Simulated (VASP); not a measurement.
# TaO in VASP: notebook, part 2 of 2

VASP 6.6.1. Earlier steps stand in the parts before.

## 3. Single point, PBE

Input file INCAR:

```
  PREC = Accurate
  ENCUT = 520
  EDIFF = 1E-6
  ISMEAR = 0
  SIGMA = 0.1
  LREAL = False
  LASPH = True
  NELM = 100
  ALGO = Normal
  ISIF = 2
  LWAVE = False
  LCHARG = True
  GGA = PE
  LELF = True
  LVHAR = True
  NBANDS = 44
```

Input file KPOINTS:

```
regular mesh
0
Gamma
  4 4 4
```

Input file POSCAR:

```
TaO
1.0
    4.9787501351      0.0000000000      0.0000000000
    0.0000000000      4.5633472114      0.0000000000
    0.0000000000      0.0000000000      4.5865073018
Ta O
4 4
Direct
    0.3082411925      0.5000193760      0.0580066914
    0.8082411925      0.9999806240      0.0580066914
    0.1917588075      0.0000193760      0.5580066914
    0.6917588075      0.4999806240      0.5580066914
    0.5000187995      0.1802519431      0.3080658787
    1.0000187995      0.3197480569      0.3080658787
   -0.0000187995      0.6802519431      0.8080658787
    0.4999812005      0.8197480569      0.8080658787
```

Potentials or basis: VASP PAW PBE potentials, release 64 (Ta_pv, O).

Run with:

```sh
cat potpaw_PBE.64/Ta_pv/POTCAR potpaw_PBE.64/O/POTCAR > POTCAR
mpirun -np 1 vasp_std > vasp.out
```

OUTCAR:

```text
PREC = Accurate
   ENCUT = 520
   EDIFF = 1E-6
   ISMEAR = 0
   LREAL = False
   LASPH = True
   NELM = 100
   ISIF = 2
   GGA = PE

 ion  position               nearest neighbor table
   1  0.308  0.500  0.058-   7 2.08   6 2.08   8 2.09   5 2.09   4 2.98   4 2.98   3 3.29   3 3.29
                             3 3.29   3 3.29   2 3.38   2 3.38   2 3.38   2 3.38
   2  0.808  1.000  0.058-   8 2.08   5 2.08   7 2.09   6 2.09   3 2.98   3 2.98   4 3.29   4 3.29
                             4 3.29   4 3.29   1 3.38   1 3.38   1 3.38   1 3.38
   3  0.192  0.000  0.558-   5 2.08   8 2.08   6 2.09   7 2.09   2 2.98   2 2.98   1 3.29   1 3.29
                             1 3.29   1 3.29   4 3.38   4 3.38   4 3.38   4 3.38
   4  0.692  0.500  0.558-   6 2.08   7 2.08   5 2.09   8 2.09   1 2.98   1 2.98   2 3.29   2 3.29
                             2 3.29   2 3.29   3 3.38   3 3.38   3 3.38   3 3.38
   5  0.500  0.180  0.308-   3 2.08   2 2.08   4 2.09   1 2.09
   6  0.000  0.320  0.308-   4 2.08   1 2.08   3 2.09   2 2.09
   7  1.000  0.680  0.808-   1 2.08   4 2.08   2 2.09   3 2.09
   8  0.500  0.820  0.808-   2 2.08   3 2.08   1 2.09   4 2.09

  LATTYP: Found a simple orthorhombic cell.
 ALAT       =     4.5633472114
 B/A-ratio  =     1.0050752418
 C/A-ratio  =     1.0910303127

  Lattice vectors:

 A1 = (   0.0000000000,   4.5633472114,   0.0000000000)
 A2 = (   0.0000000000,   0.0000000000,   4.5865073018)
 A3 = (   4.9787501351,   0.0000000000,   0.0000000000)

Analysis of symmetry for initial positions (statically):
=====================================================================
 Subroutine PRICEL returns:
 Original cell was already a primitive cell.

 Routine SETGRP: Setting up the symmetry group for a
 simple orthorhombic supercell.

 Subroutine GETGRP returns: Found  4 space group operations
 (whereof  1 operations were pure point group operations)
 out of a pool of  8 trial point group operations.

The static configuration has the point symmetry C_1 .
 The point group associated with its full space group is C_2v.

Analysis of symmetry for dynamics (positions and initial velocities):
=====================================================================
 Subroutine PRICEL returns:
 Original cell was already a primitive cell.

 Routine SETGRP: Setting up the symmetry group for a
 simple orthorhombic supercell.

 Subroutine GETGRP returns: Found  4 space group operations
 (whereof  1 operations were pure point group operations)
 out of a pool of  8 trial point group operations.

The dynamic configuration has the point symmetry C_1 .
 The point group associated with its full space group is C_2v.

 Subroutine INISYM returns: Found  4 space group operations
 (whereof  1 operations are pure point group operations),
 and found     1 'primitive' translations

----------------------------------------------------------------------------------------

                                     Primitive cell

  volume of cell :     104.2044

  direct lattice vectors                    reciprocal lattice vectors
     4.978750135  0.000000000  0.000000000     0.200853622  0.000000000  0.000000000
     0.000000000  4.563347211  0.000000000     0.000000000  0.219137391  0.000000000
     0.000000000  0.000000000  4.586507302     0.000000000  0.000000000  0.218030831

[... 52 lines left out ...]
  0.000000  0.000000  0.000000      1.000000
  0.250000  0.000000  0.000000      2.000000
  0.500000  0.000000  0.000000      1.000000
  0.000000  0.250000  0.000000      2.000000
  0.250000  0.250000  0.000000      4.000000
  0.500000  0.250000  0.000000      2.000000
[... 16 lines left out ...]
  0.250000  0.250000  0.500000      4.000000
  0.500000  0.250000  0.500000      2.000000
 [... further k-points ...]
   k-points           NKPTS =     27   k-points in BZ     NKDIM =     27   number of bands    NBANDS=     44
   number of dos      NEDOS =    301   number of ions     NIONS =      8
   total plane-waves  NPLWV =  51840
   dimension x,y,z NGX =    40 NGY =   36 NGZ =   36
   dimension x,y,z NGXF=    80 NGYF=   72 NGZF=   72
   ions per type =               4   4
   NGX,Y,Z   is equivalent  to a cutoff of  13.36, 13.12, 13.05 a.u.
   NGXF,Y,Z  is equivalent  to a cutoff of  26.71, 26.23, 26.10 a.u.
 SYSTEM =  unknown system
   PREC   = accura    normal or accurate (medium, high low for compatibility)
   ISTART =      0    job   : 0-new  1-cont  2-samecut
   ICHARG =      2    charge: 1-file 2-atom 10-const
   ISPIN  =      1    spin polarized calculation?
   LNONCOLLINEAR =      F non collinear calculations
   LSORBIT =      F    spin-orbit coupling
   LASPH  =      T    aspherical Exc in radial PAW
   ENCUT  =  520.0 eV  38.22 Ry    6.18 a.u.   9.26  8.48  8.53*2*pi/ulx,y,z
   NELM   =    100;   NELMIN=  2; NELMDL= -5     # of ELM steps
   EDIFF  = 0.1E-05   stopping-criterion for ELM
   LREAL  =      F    real-space projection
   EDIFFG = 0.1E-04   stopping-criterion for IOM
   NSW    =      0    number of steps for IOM
   IBRION =     -1    ionic relax: 0-MD 1-quasi-New 2-CG
   NFREE  =      0    steps in history (QN), initial steepest desc. (CG)
   ISIF   =      2    stress and relaxation
   ISYM   =      2    0-nonsym 1-usesym 2-fastsym
   POTIM  = 0.5000    time-step for ionic-motion
   TEBEG  =    0.0;   TEEND  =   0.0 temperature during run
   PSTRESS=    0.0 pullay stress
   NELECT =      68.0000    total number of electrons
   NUPDOWN=      -1.0000    fix difference up-down
   EMIN   =  10.00;   EMAX   =-10.00  energy-range for DOS
   EFERMI =   0.00;   METHOD = LEGACY
   ISMEAR =     0;   SIGMA  =   0.10  broadening in eV -4-tet -1-fermi 0-gaus
   EFERMI_NEDOS =   21; number of points for ismear=-14 and -15
   IALGO  =     38    algorithm
   IMIX   =      4    mixing-type and parameters
     AMIX     =   0.40;   BMIX     =  1.00
     AMIX_MAG =   1.60;   BMIX_MAG =  1.00
  volume/ion in A,a.u.               =      13.03        87.90
  Fermi-wavevector in a.u.,A,eV,Ry     =   1.419981  2.683375 27.434048  2.016346
  Thomas-Fermi vector in A             =   2.540944
   LORBIT       =      0    0 simple, 1 ext, 2 COOP (PROOUT), +10 PAW based schemes
   GGA     = PE    functional components
   LHFCALC =     F    Hartree Fock is set to
   AEXX    =    0.0000 exact exchange contribution
   IVDW    =     0    specifies the selected vdW correction
   LEPSILON=     F    determine dielectric tensor
   LRPA    =     F    only Hartree local field effects (RPA)
 non-spin polarized calculation
 Gauss-broadening in eV      SIGMA  =   0.10
  energy-cutoff  :      520.00
  volume of cell :      104.20
 maximum number of plane-waves:      2821
 NGX is ok and might be reduce to    40
   NGX = 19   NGY = 17   NGZ = 17

 number of electron      68.0000011 magnetization

 Free energy of the ion-electron system (eV)
  ---------------------------------------------------
  ext. energy  EPLUGINS =         0.00000000
  ---------------------------------------------------
  free energy    TOTEN  =       -80.99539584 eV

  energy without entropy =      -80.97533082  energy(sigma->0) =      -80.98536333

 E-fermi :   6.3748     XC(G=0): -12.1483

 val. band max:        6.3659077350   @ k =   0.2500   0.0000   0.5000
 cond. band min:       6.3779024142   @ k =   0.0000   0.0000   0.2500
 fundamental gap:      0.0119946791
 Fermi energy:         6.3747910748

 k-point     1 :       0.0000    0.0000    0.0000
  band No.  band energies     occupation
      1     -29.8391      2.00000
      2     -29.4939      2.00000
      3     -29.3574      2.00000
      4     -29.3174      2.00000
      5     -29.2353      2.00000
      6     -29.1776      2.00000
[... 1117 lines left out ...]
     43       9.5009      0.00000
     44       9.5009      0.00000

 [... further k-points ...]
[... 5 lines left out ...]
  --------------------------------------------------------------------------------------
  -------------------------------------------------------------------------------------
  Total        0.4348601      0.3771217      0.3022216      0.0000000      0.0000000      0.0000000
  in kB        6.6861210      5.7983729      4.6467586      0.0000000      0.0000000      0.0000000
  external PRESSURE =       5.7104175 kB  Pullay stress =       0.0000000 kB

 VOLUME and BASIS-vectors are now :
 -----------------------------------------------------------------------------
  energy-cutoff  :      520.00
  volume of cell :      104.20
      direct lattice vectors                 reciprocal lattice vectors
     4.978750135  0.000000000  0.000000000     0.200853622  0.000000000  0.000000000
     0.000000000  4.563347211  0.000000000     0.000000000  0.219137391  0.000000000
     0.000000000  0.000000000  4.586507302     0.000000000  0.000000000  0.218030831

 POSITION                                       TOTAL-FORCE (eV/Angst)
 -----------------------------------------------------------------------------------
      1.53466      2.28176      0.26605         0.023702     -0.003315      0.003540
      4.02403      4.56326      0.26605         0.023702      0.003315      0.003540
      0.95472      0.00009      2.55930        -0.023702     -0.003315      0.003540
      3.44409      2.28159      2.55930        -0.023702      0.003315      0.003540
      2.48947      0.82255      1.41295        -0.000665     -0.017816     -0.003540
      0.00009      1.45912      1.41295        -0.000665      0.017816     -0.003540
      4.97866      3.10423      3.70620         0.000665     -0.017816     -0.003540
      2.48928      3.74080      3.70620         0.000665      0.017816     -0.003540
 -----------------------------------------------------------------------------------
    total drift:                                0.000000      0.000000     -0.001818

  FREE ENERGIE OF THE ION-ELECTRON SYSTEM (eV)
  ---------------------------------------------------
  free  energy   TOTEN  =       -80.9953958407 eV

  energy  without entropy=      -80.9753308229  energy(sigma->0) =      -80.98536333
```

It took 2.7 min on 1 thread of AMD EPYC 7R43 (Zen 3), shared host; peak memory 0.23 GiB.

What came out:

| Quantity | Value |
| --- | --- |
| Free energy | -80.9954 eV |
| Pressure | 0.6 GPa |
| Largest force | 0.024 eV/Å |
| Band gap on the k mesh | zero (band 34 reaches 7.18 eV, above the bottom of band 35 at 5.81 eV) |

Forces in eV/Å, atoms in the order of the input:
```
Ta   0.024 -0.003  0.004
Ta   0.024  0.003  0.004
Ta  -0.024 -0.003  0.004
Ta  -0.024  0.003  0.004
O   -0.001 -0.018 -0.004
O   -0.001  0.018 -0.004
O    0.001 -0.018 -0.004
O    0.001  0.018 -0.004
```

Stress tensor (GPa, compression positive):
```
0.67 0.00 0.00
0.00 0.58 0.00
0.00 0.00 0.46
```

Caveat: spin-orbit coupling is left out, which moves the levels of the heavy elements.
